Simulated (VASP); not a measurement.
Write the native input for VASP 6.6.1 that does the following.

| Item | Value |
| --- | --- |
| Task | single point |
| Functional | PBE |
| Potentials or basis | VASP PAW PBE potentials, release 64 (Ba_sv, Tl_d, N) |
| Cutoff | 600 eV |
| k mesh | 4 × 4 × 3 |
| Occupations | gaussian, width 0.15 eV |
| Spin | no spin polarisation |
| Dipole correction | no |
| Further INCAR settings | ALGO = Normal; EDIFF = 1e-06; NBANDS = 21 |

The structure of BaTlN lies in POSCAR:

```
BaTlN
1.0
    3.9697469182      0.0000000028      0.0000000000
   -1.9848734615      3.4379016763      0.0000000000
    0.0000000000      0.0000000000      6.9790105939
Ba Tl N
1 1 1
Direct
    0.6666666667      0.3333333333      0.5000000000
    0.6666666667      0.3333333333      0.0000000000
    0.0000000000      0.0000000000      0.0000000000
```

The cell was generated, and may not be a known phase.

The input as run:

INCAR

```
SYSTEM = BaTlN
ALGO     = Normal         ! electronic algorithm
EDIFF    = 1E-6           ! SCF threshold, eV
ENCUT    = 600            ! plane-wave cutoff, eV
GGA      = PE             ! functional
GGA_COMPAT= .FALSE.      
ISIF     = 2              ! what is computed and relaxed
ISMEAR   = 0              ! smearing method
LASPH    = .TRUE.         ! aspherical terms in the spheres
LCHARG   = .FALSE.        ! write CHGCAR
LREAL    = .FALSE.        ! projectors in reciprocal space
LWAVE    = .FALSE.        ! write WAVECAR
NBANDS   = 21             ! bands
NELM     = 120            ! most SCF steps
PREC     = Accurate       ! precision mode
SIGMA    = 0.15           ! smearing width, eV
```

KPOINTS

```
k-points
0
G
  4 4 3
  0 0 0
```

Potentials or basis: VASP PAW PBE potentials, release 64 (Ba_sv, Tl_d, N).

The run is started by

```console
$ cat potpaw_PBE.64/Ba_sv/POTCAR potpaw_PBE.64/Tl_d/POTCAR potpaw_PBE.64/N/POTCAR > POTCAR
$ mpirun -np 1 vasp_std > vasp.out
```

It gave:

* Pressure: 0.2 GPa
* Band gap on the k mesh: zero (bands 14 and 15 overlap by 1.98 eV)

Caveat: the k points lie up to 0.46 Å⁻¹ apart, too coarse for converged energies and pressures of a metal; spin-orbit coupling is left out, which moves the levels of the heavy elements.

Wall time 16 s on 1 thread of Intel(R) Xeon(R) Platinum 8375C CPU @ 2.90GHz (Ice Lake), on a shared host, peak memory 0.24 GiB.
